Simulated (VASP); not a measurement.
# Re (Fm-3m) in VASP: a series of runs

Runs on Re. Level: PBEsol. Tasks: single point.

Everything below comes from runs of VASP 6.6.1. Logs are shortened: lines on timing, memory, paths and dates and some standing lists are left out, and cuts for length are marked.

## Step 1: The cell of the first run

Symmetry: Fm-3m, No. 225, cubic system. The conventional cell has a = 3.931 Å, b = 3.931 Å, c = 3.931 Å, α = 90.00°, β = 90.00°, γ = 90.00°. Re (site symmetry m-3m) has 12 Re at 2.78 Å within 3.7 Å.

This isn't the form of Re at room conditions, which is hcp.

## Step 2: Single point, PBEsol (15.19 Å³/atom)

File INCAR:

```
ALGO     = Normal         # electronic algorithm
EDIFF    = 1E-6           # SCF threshold, eV
ENCUT    = 520            # plane-wave cutoff, eV
GGA      = PS             # functional
ISIF     = 2              # what is computed and relaxed
ISMEAR   = -1             # smearing method
LASPH    = T              # aspherical terms in the spheres
LCHARG   = T              # write CHGCAR
LELF     = T              # ELF
LREAL    = F              # projectors in reciprocal space
LVHAR    = T            
LWAVE    = F              # write WAVECAR
NBANDS   = 10             # bands
NELM     = 80             # most SCF steps
PREC     = Accurate       # precision mode
SIGMA    = 0.1            # smearing width, eV
```

File KPOINTS:

```
k-points
0
Gamma
  16 16 16
```

File POSCAR:

```
Re
1.0
    0.0000000000      1.9656922691      1.9656922691
    1.9656922691      0.0000000000      1.9656922691
    1.9656922691      1.9656922691      0.0000000000
Re
1
Direct
    0.0000000000      0.0000000000      0.0000000000
```

Potentials or basis: VASP PAW PBE potentials, release 64 (Re).

The run is started by

```console
cat potpaw_PBE.64/Re/POTCAR > POTCAR
mpirun -np 1 vasp_std > vasp.out
```

OUTCAR:

```text
EDIFF = 1E-6
   ENCUT = 520
   GGA = PS
   ISIF = 2
   ISMEAR = -1
   LASPH = T
   LREAL = F
   NELM = 80
   PREC = Accurate

 ion  position               nearest neighbor table
   1  0.000  0.000  0.000-

  LATTYP: Found a face centered cubic cell.
 ALAT       =     3.9313845382

  Lattice vectors:

 A1 = (   0.0000000000,   1.9656922691,   1.9656922691)
 A2 = (   1.9656922691,   0.0000000000,   1.9656922691)
 A3 = (   1.9656922691,   1.9656922691,   0.0000000000)

Analysis of symmetry for initial positions (statically):
=====================================================================
 Subroutine PRICEL returns:
 Original cell was already a primitive cell.

 Routine SETGRP: Setting up the symmetry group for a
 face centered cubic supercell.

 Subroutine GETGRP returns: Found 48 space group operations
 (whereof 48 operations were pure point group operations)
 out of a pool of 48 trial point group operations.

The static configuration has the point symmetry O_h .

Analysis of symmetry for dynamics (positions and initial velocities):
=====================================================================
 Subroutine PRICEL returns:
 Original cell was already a primitive cell.

 Routine SETGRP: Setting up the symmetry group for a
 face centered cubic supercell.

 Subroutine GETGRP returns: Found 48 space group operations
 (whereof 48 operations were pure point group operations)
 out of a pool of 48 trial point group operations.

The dynamic configuration has the point symmetry O_h .

 Subroutine INISYM returns: Found 48 space group operations
 (whereof 48 operations are pure point group operations),
 and found     1 'primitive' translations

----------------------------------------------------------------------------------------

                                     Primitive cell

  volume of cell :      15.1907

  direct lattice vectors                    reciprocal lattice vectors
     0.000000000  1.965692269  1.965692269    -0.254363314  0.254363314  0.254363314
     1.965692269  0.000000000  1.965692269     0.254363314 -0.254363314  0.254363314
     1.965692269  1.965692269  0.000000000     0.254363314  0.254363314 -0.254363314

  length of vectors
     2.779908666  2.779908666  2.779908666     0.440570184  0.440570184  0.440570184

  position of ions in fractional coordinates (direct lattice)
     0.000000000  0.000000000  0.000000000

  ion indices of the primitive-cell ions
   primitive index   ion index
                 1           1

[... 78 lines left out ...]
   ISYM   =      2    0-nonsym 1-usesym 2-fastsym
   POTIM  = 0.5000    time-step for ionic-motion
   TEBEG  =    0.0;   TEEND  =   0.0 temperature during run
   PSTRESS=    0.0 pullay stress
   NELECT =       7.0000    total number of electrons
   NUPDOWN=      -1.0000    fix difference up-down
   EMIN   =  10.00;   EMAX   =-10.00  energy-range for DOS
   EFERMI =   0.00;   METHOD = LEGACY
   ISMEAR =    -1;   SIGMA  =   0.10  broadening in eV -4-tet -1-fermi 0-gaus
   EFERMI_NEDOS =   21; number of points for ismear=-14 and -15
   IALGO  =     38    algorithm
   IMIX   =      4    mixing-type and parameters
     AMIX     =   0.40;   BMIX     =  1.00
     AMIX_MAG =   1.60;   BMIX_MAG =  1.00
  volume/ion in A,a.u.               =      15.19       102.51
  Fermi-wavevector in a.u.,A,eV,Ry     =   1.264490  2.389539 21.754823  1.598934
  Thomas-Fermi vector in A             =   2.397792
   LORBIT       =      0    0 simple, 1 ext, 2 COOP (PROOUT), +10 PAW based schemes
   GGA     = PS    functional components
   LHFCALC =     F    Hartree Fock is set to
   AEXX    =    0.0000 exact exchange contribution
   IVDW    =     0    specifies the selected vdW correction
   LEPSILON=     F    determine dielectric tensor
   LRPA    =     F    only Hartree local field effects (RPA)
 non-spin polarized calculation
  energy-cutoff  :      520.00
  volume of cell :       15.19
 maximum number of plane-waves:       423
 NGX is ok and might be reduce to    24
   NGX = 11   NGY = 11   NGZ = 11

 number of electron       7.0000000 magnetization

 Free energy of the ion-electron system (eV)
  ---------------------------------------------------
  ext. energy  EPLUGINS =         0.00000000
  ---------------------------------------------------
  free energy    TOTEN  =       -13.29297359 eV

  energy without entropy =      -13.26741565  energy(sigma->0) =      -13.28019462

 E-fermi :   7.5940     XC(G=0): -13.6462

 val. band max:        7.5740119637   @ k =   0.1875   0.1250   0.0000
 cond. band min:       7.6208189130   @ k =  -0.2500   0.3125   0.0625
 fundamental gap:      0.0468069493
 Fermi energy:         7.5939888304

 k-point     1 :       0.0000    0.0000    0.0000
  band No.  band energies     occupation
      1      -2.3456      2.00000
      2       5.7594      2.00000
      3       5.7594      2.00000
      4       5.7594      2.00000
      5       8.7970      0.00001
      6       8.7970      0.00001
      7      21.5131      0.00000
      8      26.9629      0.00000
      9      26.9629      0.00000
     10      26.9629      0.00000
[... 287 lines left out ...]
 k-point    24 :      -0.0625    0.0625    0.0000
  band No.  band energies     occupation
      1      -1.8843      2.00000
      2       5.4360      2.00000
      3       5.9576      2.00000
      4       6.0076      2.00000
      5       8.4702      0.00031
      6       8.8130      0.00001
      7      22.3902      0.00000
      8      25.3024      0.00000
      9      27.2369      0.00000
     10      28.0664      0.00000

 [... further k-points ...]

------------------------ aborting loop because EDIFF is reached ----------------------------------------

  FORCE on cell =-STRESS in cart. coord.  units (eV):
  Direction    XX          YY          ZZ          XY          YZ          ZX
  --------------------------------------------------------------------------------------
  -------------------------------------------------------------------------------------
  Total       -1.3643565     -1.3643565     -1.3643565      0.0000000     -0.0000000      0.0000000
  in kB     -143.9003528   -143.9003528   -143.9003528      0.0000000     -0.0000000      0.0000000
  external PRESSURE =    -143.9003528 kB  Pullay stress =       0.0000000 kB

 VOLUME and BASIS-vectors are now :
 -----------------------------------------------------------------------------
  energy-cutoff  :      520.00
  volume of cell :       15.19
      direct lattice vectors                 reciprocal lattice vectors
     0.000000000  1.965692269  1.965692269    -0.254363314  0.254363314  0.254363314
     1.965692269  0.000000000  1.965692269     0.254363314 -0.254363314  0.254363314
     1.965692269  1.965692269  0.000000000     0.254363314  0.254363314 -0.254363314

 POSITION                                       TOTAL-FORCE (eV/Angst)
 -----------------------------------------------------------------------------------
      0.00000      0.00000      0.00000         0.000000     -0.000000      0.000000
 -----------------------------------------------------------------------------------
    total drift:                               -0.000000      0.000000      0.000000

  FREE ENERGIE OF THE ION-ELECTRON SYSTEM (eV)
  ---------------------------------------------------
  free  energy   TOTEN  =       -13.2929735941 eV

  energy  without entropy=      -13.2674156500  energy(sigma->0) =      -13.28019462
```

stdout:

```text
POSCAR found type information on POSCAR Re
 POSCAR found :  1 types and       1 ions
 scaLAPACK will be used
 -----------------------------------------------------------------------------
|                                                                             |
|                                                                             |
|     You enforced a specific xc type in the INCAR file but a different       |
|     I HOPE YOU KNOW WHAT YOU ARE DOING!                                     |
|                                                                             |
 -----------------------------------------------------------------------------

 LDA part: xc-table for (Slater+PW92), standard interpolation
 POSCAR, INCAR and KPOINTS ok, starting setup
 FFT: planning ... GRIDC
 FFT: planning ... GRID_SOFT
 FFT: planning ... GRID
 WAVECAR not read
 entering main loop
```

It took 38 s on 1 thread of Intel Xeon 8259CL, shared host; peak memory 0.15 GiB.

Results:

| Property | Result |
| --- | --- |
| Free energy | -13.2930 eV |
| Pressure | -14.4 GPa |
| Band gap on the k mesh | zero (an odd number of electrons rules out a gap without spin polarisation) |

Levels at points of the mesh, in eV from the Fermi level:
```csv
k point,band 1,band 2,band 3,band 4,band 5,band 6,band 7,band 8,band 9
"(0.00, 0.00, 0.00)",-9.94,-1.83,-1.83,-1.83,1.20,1.20,13.92,19.37,19.37
"(0.50, 0.00, 0.00)",-6.67,-2.03,-2.03,0.16,3.64,3.64,9.49,13.40,19.76
"(0.50, 0.50, 0.00)",-6.57,-5.71,2.67,3.59,4.36,4.36,12.02,12.02,12.43
```

Caveat: the cell stands under tension; the PAW data sets were made with another functional, which shifts forces and pressure a little; spin-orbit coupling is left out, which moves the levels of the heavy elements.

## Step 3: Single point, PBEsol (15.77 Å³/atom)

This run uses another cell than the first one, of 15.77 Å³/atom.

File INCAR:

```
PREC = Accurate
ENCUT = 520
EDIFF = 1E-7
ISMEAR = -1
SIGMA = 0.1
LREAL = F
LASPH = T
NELM = 100
ALGO = Normal
ISIF = 2
LWAVE = F
LCHARG = F
GGA = PS
NBANDS = 10
```

File KPOINTS:

```
Automatic mesh
0
Gamma
  16 16 16
```

File POSCAR:

```
Re
1.0
    0.0000000000      1.9905770915      1.9905770915
    1.9905770915      0.0000000000      1.9905770915
    1.9905770915      1.9905770915      0.0000000000
Re
1
Direct
    0.0000000000      0.0000000000      0.0000000000
```

Potentials or basis: VASP PAW PBE potentials, release 64 (Re).

The run is started by

```console
cat potpaw_PBE.64/Re/POTCAR > POTCAR
mpirun -np 1 vasp_std > vasp.out
```

It took 37 s on 1 thread of Intel Xeon 8259CL, shared host; peak memory 0.16 GiB.

It converged, with:

| Property | Result |
| --- | --- |
| Free energy | -13.2193 eV |
| Pressure | -25.8 GPa |
| Band gap on the k mesh | zero (an odd number of electrons rules out a gap without spin polarisation) |

Levels at points of the mesh, in eV from the Fermi level:
```
           k point  band 2  band 3  band 4  band 5  band 6  band 7
(0.00, 0.00, 0.00)   -1.74   -1.74   -1.74    1.13    1.13   13.88
(0.50, 0.00, 0.00)   -1.92   -1.92    0.12    3.43    3.43    8.97
(0.50, 0.50, 0.00)   -5.42    2.52    3.37    4.10    4.10   11.72
```

Caveat: the cell stands under tension; the PAW data sets were made with another functional, which shifts forces and pressure a little; spin-orbit coupling is left out, which moves the levels of the heavy elements.

(Part 1 of 2 ends here.)
